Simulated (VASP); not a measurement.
Here is a VASP 6.6.1 calculation.

Contents of INCAR:

```
PREC = Accurate
ENCUT = 520
EDIFF = 1E-6
ISMEAR = -1
SIGMA = 0.1
LREAL = F
LASPH = T
NELM = 80
ALGO = Normal
ISIF = 2
LWAVE = F
LCHARG = T
GGA = RP
LELF = T
LVHAR = T
NBANDS = 16
```

File KPOINTS:

```
Automatic mesh
0
Gamma
  7 7 4
```

Contents of POSCAR:

```
Cs
1.0
    5.8464054302      0.0000000000      0.0000000000
   -2.9232027151      5.0631356234      0.0000000000
    0.0000000000      0.0000000000      9.5893269502
Cs
2
Direct
    0.3333333333      0.6666666667      0.2500000000
    0.6666666667      0.3333333333      0.7500000000
```

Potentials or basis: VASP PAW PBE potentials, release 64 (Cs_sv).

Command:

```sh
$ cat potpaw_PBE.64/Cs_sv/POTCAR > POTCAR
$ mpirun -np 1 vasp_std > vasp.out
```

Estimate the pressure.

-0.1 GPa.

What does it give for the band gap on the k mesh?

Zero (band 9 reaches 0.56 eV, above the bottom of band 10 at -0.85 eV).

Caveat: the PAW data sets were made with another functional, which shifts forces and pressure a little; spin-orbit coupling is left out, which moves the levels of the heavy elements.
